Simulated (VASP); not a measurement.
# GaP (F-43m) in VASP: single point with PBEsol

Aim: the single point of GaP with PBEsol.

Everything below comes from runs of VASP 6.6.1. Logs are shortened: lines on timing, memory, paths and dates and some standing lists are left out, and cuts for length are marked.

**The experiment to reproduce.**

From “Stacking defects in GaP nanowires: Electronic structure and optical properties”, 2018, arxiv:1810.01194, for a bulk crystal of GaP at 10 K: band gap 2.34 eV (indirect).

The results are compared with them further down.

### Step 1. The cell of the first run

The structure is cubic, space group F-43m (No. 216). Conventional cell: a = 5.438 Å, b = 5.438 Å, c = 5.438 Å, α = 90.00°, β = 90.00°, γ = 90.00°. Ga (site symmetry -43m) has 4 P at 2.35 Å within 3.1 Å. P (site symmetry -43m) has 4 Ga at 2.35 Å within 3.1 Å.

### Step 2. Single point, PBEsol

INCAR

```
SYSTEM = GaP
ALGO = Normal
EDIFF = 1E-6
ENCUT = 500
GGA = PS
GGA_COMPAT = .FALSE.
ISIF = 2
ISMEAR = 0
LASPH = .TRUE.
LCHARG = .FALSE.
LREAL = .FALSE.
LWAVE = .FALSE.
NBANDS = 16
NELM = 120
PREC = Accurate
SIGMA = 0.01
```

KPOINTS

```
k-points
0
G
  8 8 8
  0 0 0
```

POSCAR

```
GaP
1.0
    0.0000000000      2.7192251054      2.7192251054
    2.7192251054      0.0000000000      2.7192251054
    2.7192251054      2.7192251054      0.0000000000
Ga P
1 1
Direct
    0.0000000000      0.0000000000      0.0000000000
    0.2500000000      0.2500000000      0.2500000000
```

Potentials or basis: VASP PAW PBE potentials, release 64 (Ga_d, P).

Run with:

```
cat potpaw_PBE.64/Ga_d/POTCAR potpaw_PBE.64/P/POTCAR > POTCAR
mpirun -np 1 vasp_std > vasp.out
```

OUTCAR:

```text
SYSTEM = GaP
   EDIFF = 1E-6
   ENCUT = 500
   GGA = PS
   ISIF = 2
   ISMEAR = 0
   LASPH = .TRUE.
   LREAL = .FALSE.
   NELM = 120
   PREC = Accurate

 ion  position               nearest neighbor table
   1  0.000  0.000  0.000-   2 2.35   2 2.35   2 2.35   2 2.35
   2  0.250  0.250  0.250-   1 2.35   1 2.35   1 2.35   1 2.35

  LATTYP: Found a face centered cubic cell.
 ALAT       =     5.4384502108

  Lattice vectors:

 A1 = (   0.0000000000,   2.7192251054,   2.7192251054)
 A2 = (   2.7192251054,   0.0000000000,   2.7192251054)
 A3 = (   2.7192251054,   2.7192251054,   0.0000000000)

Analysis of symmetry for initial positions (statically):
=====================================================================
 Subroutine PRICEL returns:
 Original cell was already a primitive cell.

 Routine SETGRP: Setting up the symmetry group for a
 face centered cubic supercell.

 Subroutine GETGRP returns: Found 24 space group operations
 (whereof 24 operations were pure point group operations)
 out of a pool of 48 trial point group operations.

The static configuration has the point symmetry T_d .

Analysis of symmetry for dynamics (positions and initial velocities):
=====================================================================
 Subroutine PRICEL returns:
 Original cell was already a primitive cell.

 Routine SETGRP: Setting up the symmetry group for a
 face centered cubic supercell.

 Subroutine GETGRP returns: Found 24 space group operations
 (whereof 24 operations were pure point group operations)
 out of a pool of 48 trial point group operations.

The dynamic configuration has the point symmetry T_d .

 Subroutine INISYM returns: Found 24 space group operations
 (whereof 24 operations are pure point group operations),
 and found     1 'primitive' translations

----------------------------------------------------------------------------------------

                                     Primitive cell

  volume of cell :      40.2129

  direct lattice vectors                    reciprocal lattice vectors
     0.000000000  2.719225105  2.719225105    -0.183875913  0.183875913  0.183875913
     2.719225105  0.000000000  2.719225105     0.183875913 -0.183875913  0.183875913
     2.719225105  2.719225105  0.000000000     0.183875913  0.183875913 -0.183875913
[... 74 lines left out ...]
 SYSTEM =  GaP
   PREC   = accura    normal or accurate (medium, high low for compatibility)
   ISTART =      0    job   : 0-new  1-cont  2-samecut
   ICHARG =      2    charge: 1-file 2-atom 10-const
   ISPIN  =      1    spin polarized calculation?
   LNONCOLLINEAR =      F non collinear calculations
   LSORBIT =      F    spin-orbit coupling
   LASPH  =      T    aspherical Exc in radial PAW
   ENCUT  =  500.0 eV  36.75 Ry    6.06 a.u.   7.01  7.01  7.01*2*pi/ulx,y,z
   NELM   =    120;   NELMIN=  2; NELMDL= -5     # of ELM steps
   EDIFF  = 0.1E-05   stopping-criterion for ELM
   LREAL  =      F    real-space projection
   EDIFFG = 0.1E-04   stopping-criterion for IOM
   NSW    =      0    number of steps for IOM
   IBRION =     -1    ionic relax: 0-MD 1-quasi-New 2-CG
   NFREE  =      0    steps in history (QN), initial steepest desc. (CG)
   ISIF   =      2    stress and relaxation
   ISYM   =      2    0-nonsym 1-usesym 2-fastsym
   POTIM  = 0.5000    time-step for ionic-motion
   TEBEG  =    0.0;   TEEND  =   0.0 temperature during run
   PSTRESS=    0.0 pullay stress
   NELECT =      18.0000    total number of electrons
   NUPDOWN=      -1.0000    fix difference up-down
   EMIN   =  10.00;   EMAX   =-10.00  energy-range for DOS
   EFERMI =   0.00;   METHOD = LEGACY
   ISMEAR =     0;   SIGMA  =   0.01  broadening in eV -4-tet -1-fermi 0-gaus
   EFERMI_NEDOS =   21; number of points for ismear=-14 and -15
   IALGO  =     38    algorithm
   IMIX   =      4    mixing-type and parameters
     AMIX     =   0.40;   BMIX     =  1.00
     AMIX_MAG =   1.60;   BMIX_MAG =  1.00
  volume/ion in A,a.u.               =      20.11       135.69
  Fermi-wavevector in a.u.,A,eV,Ry     =   1.252306  2.366515 21.337617  1.568271
  Thomas-Fermi vector in A             =   2.386213
   LORBIT       =      0    0 simple, 1 ext, 2 COOP (PROOUT), +10 PAW based schemes
   GGA     = PS    functional components
   LHFCALC =     F    Hartree Fock is set to
   AEXX    =    0.0000 exact exchange contribution
   IVDW    =     0    specifies the selected vdW correction
   LEPSILON=     F    determine dielectric tensor
   LRPA    =     F    only Hartree local field effects (RPA)
 non-spin polarized calculation
 Gauss-broadening in eV      SIGMA  =   0.01
  energy-cutoff  :      500.00
  volume of cell :       40.21
 maximum number of plane-waves:      1036
   NGX = 13   NGY = 13   NGZ = 13

 number of electron      18.0000015 magnetization

 Free energy of the ion-electron system (eV)
  ---------------------------------------------------
  ext. energy  EPLUGINS =         0.00000000
  ---------------------------------------------------
  free energy    TOTEN  =        -9.92101806 eV

  energy without entropy =       -9.92101806  energy(sigma->0) =       -9.92101806

 E-fermi :   4.7595     XC(G=0): -10.0514

 val. band max:        4.6366343921   @ k =   0.0000   0.0000   0.0000
 cond. band min:       6.1394663276   @ k =   0.5000   0.5000   0.0000
 fundamental gap:      1.5028319355
 Fermi energy:         4.7594881619

 k-point     1 :       0.0000    0.0000    0.0000
  band No.  band energies     occupation
      1      -9.9159      2.00000
      2      -9.9159      2.00000
      3      -9.9159      2.00000
      4      -9.8132      2.00000
      5      -9.8132      2.00000
      6      -7.9379      2.00000
[... 433 lines left out ...]
      3      -9.8716      2.00000
      4      -9.8187      2.00000
      5      -9.8057      2.00000
      6      -5.4111      2.00000
[... 8 lines left out ...]
     15      16.5597      0.00000
     16      17.1136      0.00000

 [... further k-points ...]
[... 5 lines left out ...]
  --------------------------------------------------------------------------------------
  -------------------------------------------------------------------------------------
  Total       -0.0247122     -0.0247122     -0.0247122      0.0000000      0.0000000     -0.0000000
  in kB       -0.9845909     -0.9845909     -0.9845909      0.0000000      0.0000000     -0.0000000
  external PRESSURE =      -0.9845909 kB  Pullay stress =       0.0000000 kB

 VOLUME and BASIS-vectors are now :
 -----------------------------------------------------------------------------
  energy-cutoff  :      500.00
  volume of cell :       40.21
      direct lattice vectors                 reciprocal lattice vectors
     0.000000000  2.719225105  2.719225105    -0.183875913  0.183875913  0.183875913
     2.719225105  0.000000000  2.719225105     0.183875913 -0.183875913  0.183875913
     2.719225105  2.719225105  0.000000000     0.183875913  0.183875913 -0.183875913

 POSITION                                       TOTAL-FORCE (eV/Angst)
 -----------------------------------------------------------------------------------
      0.00000      0.00000      0.00000        -0.000000      0.000000      0.000000
      1.35961      1.35961      1.35961         0.000000     -0.000000     -0.000000
 -----------------------------------------------------------------------------------
    total drift:                                0.000001      0.000001      0.000001

  FREE ENERGIE OF THE ION-ELECTRON SYSTEM (eV)
  ---------------------------------------------------
  free  energy   TOTEN  =        -9.9210180605 eV

  energy  without entropy=       -9.9210180605  energy(sigma->0) =       -9.92101806
```

OSZICAR:

```text
N       E                     dE             d eps       ncg     rms          rms(c)
DAV:   1     0.793863657886E+02    0.79386E+02   -0.88116E+03   968   0.160E+03
DAV:   2    -0.389187956941E+01   -0.83278E+02   -0.79759E+02  1040   0.314E+02
DAV:   3    -0.101053073539E+02   -0.62134E+01   -0.61904E+01  1144   0.661E+01
DAV:   4    -0.102066426303E+02   -0.10134E+00   -0.10131E+00  1160   0.887E+00
DAV:   5    -0.102084885230E+02   -0.18459E-02   -0.18458E-02  1136   0.105E+00    0.415E+00
DAV:   6    -0.996238139152E+01    0.24611E+00   -0.35251E-01  1416   0.114E+01    0.264E+00
DAV:   7    -0.992361991864E+01    0.38761E-01   -0.81184E-02  1296   0.222E+00    0.987E-01
DAV:   8    -0.992081826299E+01    0.28017E-02   -0.12001E-02  1088   0.127E+00    0.180E-01
DAV:   9    -0.992096689615E+01   -0.14863E-03   -0.99375E-04  1368   0.421E-01    0.615E-02
DAV:  10    -0.992099163787E+01   -0.24742E-04   -0.60596E-05  1392   0.856E-02    0.269E-02
DAV:  11    -0.992101816010E+01   -0.26522E-04   -0.27514E-05  1104   0.522E-02    0.656E-03
DAV:  12    -0.992101806045E+01    0.99644E-07   -0.88748E-07   920   0.103E-02
   1 F= -.99210181E+01 E0= -.99210181E+01  d E =-.934788E-70
```

stdout:

```text
POSCAR found type information on POSCAR GaP
 POSCAR found :  2 types and       2 ions
 scaLAPACK will be used
 -----------------------------------------------------------------------------
|                                                                             |
|                                                                             |
|     You enforced a specific xc type in the INCAR file but a different       |
|     I HOPE YOU KNOW WHAT YOU ARE DOING!                                     |
|                                                                             |
 -----------------------------------------------------------------------------

 LDA part: xc-table for (Slater+PW92), standard interpolation
 POSCAR, INCAR and KPOINTS ok, starting setup
 FFT: planning ... GRIDC
 FFT: planning ... GRID_SOFT
 FFT: planning ... GRID
 WAVECAR not read
 entering main loop
```

Run time: 12 s. Hardware: 1 thread of AMD EPYC 7R13 (Zen 3), shared host; peak memory 0.13 GiB.

What came out:

```yaml
Free_energy: -9.9210 eV
Pressure: -0.1 GPa
Band_gap_on_the_k_mesh: 1.50 eV (least direct gap 1.80 eV)
```

Caveat: the PAW data sets were made with another functional, which shifts forces and pressure a little.

### Step 3. Against experiment

Step 2. A measured gap of GaP is 2.34 eV (indirect; 10 K; quoted in “Stacking defects in GaP nanowires: Electronic structure and optical properties”, 2018, arxiv:1810.01194); the calculated 1.50 eV misses it by -0.84 eV. Spin-orbit coupling on Ga is left out. The value is that of PBEsol on a finite k mesh, which can miss the band edges, without temperature or zero-point motion. Semilocal functionals fall short of measured gaps as a rule.
